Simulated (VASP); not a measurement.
Input of a VASP 6.6.1 run:

File INCAR:

```
PREC = Accurate
ENCUT = 600
EDIFF = 1E-6
ISMEAR = -1
SIGMA = 0.05
LREAL = F
LASPH = T
NELM = 60
ALGO = Normal
ISIF = 3
LWAVE = F
LCHARG = F
GGA = CA
IBRION = 2
NSW = 60
EDIFFG = -0.005
```

File KPOINTS:

```
Automatic mesh
0
Gamma
  14 14 14
```

File POSCAR:

```
Li
1.0
    2.7387978458      0.0000000000      0.0000000000
    0.0000000000      2.7387978458      0.0000000000
    0.0000000000      0.0000000000      2.7387978458
Li
1
Direct
    0.0000000000      0.0000000000      0.0000000000
```

Potentials or basis: VASP PAW LDA potentials, release 64 (Li_sv).

Run with:

```sh
$ cat potpaw_LDA.64/Li_sv/POTCAR > POTCAR
$ mpirun -np 1 vasp_std > vasp.out
```

Q: What does it give for the space group after relaxing (to 0.05 Å)?

A: Pm-3m (No. 221).

Q: Predict the relaxed cell.

A: a = 2.657 Å, b = 2.657 Å, c = 2.657 Å, α = 90.00°, β = 90.00°, γ = 90.00°.

Q: What does it give for the relaxed volume?

A: 18.75 Å³/atom.

Final structure:
```cif
data_structure
_symmetry_space_group_name_H-M 'P 1'
_symmetry_Int_Tables_number 1
_cell_length_a 2.6567
_cell_length_b 2.6567
_cell_length_c 2.6567
_cell_angle_alpha 90.000
_cell_angle_beta 90.000
_cell_angle_gamma 90.000
_cell_volume 18.75
loop_
_atom_site_label
_atom_site_type_symbol
_atom_site_fract_x
_atom_site_fract_y
_atom_site_fract_z
_atom_site_occupancy
Li1 Li 0.00000 0.00000 0.00000 1
```

Caveat: the cutoff is under 1.25 times the usual one of these potentials, so pressure, stress and relaxed cells hold a basis-set (Pulay) error.
